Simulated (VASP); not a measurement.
# WSe2 (P6_3/mmc) in VASP: a series of runs

The runs below take WSe2 through single point, with r2SCAN+rVV10.

All numbers are computed with VASP 6.6.1; they aren't measurements. Logs are shortened: lines on timing, memory, paths and dates and some standing lists are left out, and cuts for length are marked.

### Step 1. The cell of the first run

Symmetry: P6_3/mmc, No. 194, hexagonal system. The conventional cell has a = 3.300 Å, b = 3.300 Å, c = 13.153 Å, α = 90.00°, β = 90.00°, γ = 120.00°. Within 3.3 Å of W (site symmetry -6m2) lie 6 Se at 2.53 Å and 6 W at 3.30 Å. Within 3.4 Å of Se (site symmetry 3m) lie 3 W at 2.53 Å and 7 Se at 3.30 to 3.33 Å.

### Step 2. Single point, r2SCAN+rVV10

The input, POSCAR:

```
WSe2
1.0
    3.2998001323      0.0000000000      0.0000000000
   -1.6499000661      2.8577107419      0.0000000000
    0.0000000000      0.0000000000     13.1529359068
W Se
2 4
Direct
    0.6666666667      0.3333333333      0.7500000000
    0.3333333333      0.6666666667      0.2500000000
    0.3333333333      0.6666666667      0.8765972414
    0.6666666667      0.3333333333      0.3765972414
    0.3333333333      0.6666666667      0.6234027586
    0.6666666667      0.3333333333      0.1234027586
```

The input, INCAR.step1:

```
  PREC = Accurate
  ENCUT = 520
  ISMEAR = -1
  SIGMA = 0.03
  LREAL = F
  LASPH = T
  NELM = 80
  NBANDS = 35
  GGA = PE
  ALGO = Normal
  EDIFF = 1E-4
  LWAVE = T
  LCHARG = F
```

The input, INCAR.step2:

```
  PREC = Accurate
  ENCUT = 520
  EDIFF = 1E-7
  ISMEAR = -1
  SIGMA = 0.03
  LREAL = F
  LASPH = T
  NELM = 80
  ALGO = Normal
  ISIF = 2
  LWAVE = F
  LCHARG = F
  METAGGA = R2SCAN
  LMIXTAU = T
  LUSE_VDW = T
  IVDW_NL = 2
  BPARAM = 11.95
  CPARAM = 0.0093
  NBANDS = 35
  ISTART = 1
```

The input, KPOINTS:

```
Automatic mesh
0
Gamma
  12 12 2
```

Potentials or basis: VASP PAW PBE potentials, release 64 (W_sv, Se).

The run is started by

```console
$ cat potpaw_PBE.64/W_sv/POTCAR potpaw_PBE.64/Se/POTCAR > POTCAR
$ cp INCAR.step1 INCAR
$ mpirun -np 1 vasp_std > vasp.out
$ cp INCAR.step2 INCAR
$ mpirun -np 1 vasp_std > vasp.out
```

OUTCAR:

```text
PREC = Accurate
   ENCUT = 520
   EDIFF = 1E-7
   ISMEAR = -1
   LREAL = F
   LASPH = T
   NELM = 80
   ISIF = 2
   METAGGA = R2SCAN
   IVDW_NL = 2
   BPARAM = 11.95
   ISTART = 1

 ion  position               nearest neighbor table
   1  0.667  0.333  0.750-   3 2.53   5 2.53   3 2.53   5 2.53   3 2.53   5 2.53
   2  0.333  0.667  0.250-   4 2.53   6 2.53   4 2.53   6 2.53   4 2.53   6 2.53
   3  0.333  0.667  0.877-   1 2.53   1 2.53   1 2.53
   4  0.667  0.333  0.377-   2 2.53   2 2.53   2 2.53
   5  0.333  0.667  0.623-   1 2.53   1 2.53   1 2.53
   6  0.667  0.333  0.123-   2 2.53   2 2.53   2 2.53

  LATTYP: Found a hexagonal cell.
 ALAT       =     3.2998001323
 C/A-ratio  =     3.9859795683

  Lattice vectors:

 A1 = (   3.2998001323,   0.0000000000,   0.0000000000)
 A2 = (  -1.6499000661,   2.8577107419,   0.0000000000)
 A3 = (   0.0000000000,   0.0000000000,  13.1529359068)

Analysis of symmetry for initial positions (statically):
=====================================================================
 Subroutine PRICEL returns:
 Original cell was already a primitive cell.

 Routine SETGRP: Setting up the symmetry group for a
 hexagonal supercell.

 Subroutine GETGRP returns: Found 24 space group operations
 (whereof 12 operations were pure point group operations)
 out of a pool of 24 trial point group operations.

The static configuration has the point symmetry D_3d.
 The point group associated with its full space group is D_6h.

Analysis of symmetry for dynamics (positions and initial velocities):
=====================================================================
 Subroutine PRICEL returns:
 Original cell was already a primitive cell.

 Routine SETGRP: Setting up the symmetry group for a
 hexagonal supercell.

 Subroutine GETGRP returns: Found 24 space group operations
 (whereof 12 operations were pure point group operations)
 out of a pool of 24 trial point group operations.

The dynamic configuration has the point symmetry D_3d.
 The point group associated with its full space group is D_6h.

 Subroutine INISYM returns: Found 24 space group operations
 (whereof 12 operations are pure point group operations),
 and found     1 'primitive' translations

----------------------------------------------------------------------------------------

[... 101 lines left out ...]
   LREAL  =      F    real-space projection
   EDIFFG = 0.1E-05   stopping-criterion for IOM
   NSW    =      0    number of steps for IOM
   IBRION =     -1    ionic relax: 0-MD 1-quasi-New 2-CG
   NFREE  =      0    steps in history (QN), initial steepest desc. (CG)
   ISIF   =      2    stress and relaxation
   ISYM   =      2    0-nonsym 1-usesym 2-fastsym
   POTIM  = 0.5000    time-step for ionic-motion
   TEBEG  =    0.0;   TEEND  =   0.0 temperature during run
   PSTRESS=    0.0 pullay stress
   NELECT =      52.0000    total number of electrons
   NUPDOWN=      -1.0000    fix difference up-down
   EMIN   =  10.00;   EMAX   =-10.00  energy-range for DOS
   EFERMI =   0.00;   METHOD = LEGACY
   ISMEAR =    -1;   SIGMA  =   0.03  broadening in eV -4-tet -1-fermi 0-gaus
   EFERMI_NEDOS =   21; number of points for ismear=-14 and -15
   IALGO  =     38    algorithm
   IMIX   =      4    mixing-type and parameters
     AMIX     =   0.40;   BMIX     =  1.00
     AMIX_MAG =   1.60;   BMIX_MAG =  1.00
  volume/ion in A,a.u.               =      20.67       139.50
  Fermi-wavevector in a.u.,A,eV,Ry     =   1.225274  2.315431 20.426364  1.501295
  Thomas-Fermi vector in A             =   2.360318
   LORBIT       =      0    0 simple, 1 ext, 2 COOP (PROOUT), +10 PAW based schemes
   METAGGA = R2SCAN    functional components
   LHFCALC =     F    Hartree Fock is set to
   AEXX    =    0.0000 exact exchange contribution
   IVDW_NL    =     2    kernel type
   BPARAM     =11.9500
   IVDW    =     0    specifies the selected vdW correction
   LEPSILON=     F    determine dielectric tensor
   LRPA    =     F    only Hartree local field effects (RPA)
 non-spin polarized calculation
  energy-cutoff  :      520.00
  volume of cell :      124.03
 maximum number of plane-waves:      3378
 NGX is ok and might be reduce to    28
   NGX = 13   NGY = 13   NGZ = 49

 number of electron      51.9999996 magnetization

 Free energy of the ion-electron system (eV)
  ---------------------------------------------------
  ext. energy  EPLUGINS =         0.00000000
  ---------------------------------------------------
  free energy    TOTEN  =      -162.55917349 eV

  energy without entropy =     -162.55917349  energy(sigma->0) =     -162.55917349

 E-fermi :   6.4089     XC(G=0): -11.3163

 val. band max:        5.8533231171   @ k =   0.0000   0.0000   0.0000
 cond. band min:       6.9932114569   @ k =   0.1667   0.1667   0.0000
 fundamental gap:      1.1398883398
 Fermi energy:         6.4088936279

 k-point     1 :       0.0000    0.0000    0.0000
  band No.  band energies     occupation
      1     -70.4483      2.00000
      2     -70.4483      2.00000
      3     -34.0398      2.00000
      4     -34.0398      2.00000
      5     -33.9216      2.00000
      6     -33.9216      2.00000
[... 901 lines left out ...]
     34       9.9753      0.00000
     35      11.8875      0.00000

 [... further k-points ...]

------------------------ aborting loop because EDIFF is reached ----------------------------------------

  FORCE on cell =-STRESS in cart. coord.  units (eV):
  Direction    XX          YY          ZZ          XY          YZ          ZX
  --------------------------------------------------------------------------------------
  -------------------------------------------------------------------------------------
  Total        0.5284763      0.5284763      0.5840042      0.0000000      0.0000000      0.0000000
  in kB        6.8266479      6.8266479      7.5439349      0.0000000      0.0000000      0.0000000
  external PRESSURE =       7.0657435 kB  Pullay stress =       0.0000000 kB

 VOLUME and BASIS-vectors are now :
 -----------------------------------------------------------------------------
  energy-cutoff  :      520.00
  volume of cell :      124.03
      direct lattice vectors                 reciprocal lattice vectors
     3.299800132  0.000000000  0.000000000     0.303048657  0.174965224  0.000000000
    -1.649900066  2.857710742  0.000000000     0.000000000  0.349930448  0.000000000
     0.000000000  0.000000000 13.152935907     0.000000000  0.000000000  0.076028653

 POSITION                                       TOTAL-FORCE (eV/Angst)
 -----------------------------------------------------------------------------------
      1.64990      0.95257      9.86470         0.000000     -0.000000      0.000000
     -0.00000      1.90514      3.28823        -0.000000      0.000000      0.000000
     -0.00000      1.90514     11.52983         0.000000      0.000000      0.080843
      1.64990      0.95257      4.95336         0.000000      0.000000      0.080843
     -0.00000      1.90514      8.19958        -0.000000      0.000000     -0.080843
      1.64990      0.95257      1.62311        -0.000000      0.000000     -0.080843
 -----------------------------------------------------------------------------------
    total drift:                               -0.000000      0.000000     -0.000000

  FREE ENERGIE OF THE ION-ELECTRON SYSTEM (eV)
  ---------------------------------------------------
  free  energy   TOTEN  =      -162.5591734912 eV

  energy  without entropy=     -162.5591734911  energy(sigma->0) =     -162.55917349
```

OSZICAR.step1:

```text
N       E                     dE             d eps       ncg     rms          rms(c)
DAV:   1     0.499077053197E+03    0.49908E+03   -0.27913E+04  2916   0.145E+03
DAV:   2    -0.142000114567E+02   -0.51328E+03   -0.49640E+03  3102   0.390E+02
DAV:   3    -0.444284565207E+02   -0.30228E+02   -0.29751E+02  3250   0.898E+01
DAV:   4    -0.450739549515E+02   -0.64550E+00   -0.64234E+00  3244   0.135E+01
DAV:   5    -0.450825079633E+02   -0.85530E-02   -0.85448E-02  3177   0.168E+00    0.298E+01
DAV:   6    -0.435482961731E+02    0.15342E+01   -0.59813E+00  2963   0.161E+01    0.106E+01
DAV:   7    -0.433277621248E+02    0.22053E+00   -0.27012E+00  2822   0.796E+00    0.564E+00
DAV:   8    -0.431603503068E+02    0.16741E+00   -0.36179E-01  2942   0.417E+00    0.125E+00
DAV:   9    -0.431631248415E+02   -0.27745E-02   -0.56346E-02  3156   0.115E+00    0.878E-01
DAV:  10    -0.431616871659E+02    0.14377E-02   -0.12555E-02  2924   0.753E-01    0.134E-01
DAV:  11    -0.431616916109E+02   -0.44449E-05   -0.16358E-03  2917   0.259E-01    0.176E-01
DAV:  12    -0.431616532824E+02    0.38328E-04   -0.58354E-05  1604   0.514E-02
   1 F= -.43161653E+02 E0= -.43161653E+02  d E =-.578653E-09
```

Run time: 10 min. Hardware: 1 thread of Intel Xeon Platinum 8488C (Sapphire Rapids), shared host; peak memory 0.64 GiB.

Results:

```
Free energy            : -162.5592 eV
Pressure               : 0.7 GPa
Largest force          : 0.081 eV/Å
Band gap on the k mesh : 1.14 eV (least direct gap 1.61 eV)
```

Forces on the atoms (eV/Å):
```
W    0.000  0.000  0.000
W    0.000  0.000  0.000
Se   0.000  0.000  0.081
Se   0.000  0.000  0.081
Se   0.000  0.000 -0.081
Se   0.000  0.000 -0.081
```

Caveat: the PAW data sets were made with another functional, which shifts forces and pressure a little; spin-orbit coupling is left out, which moves the levels of the heavy elements. A k mesh can miss the band edges.

(Continued in part 2 of 2.)
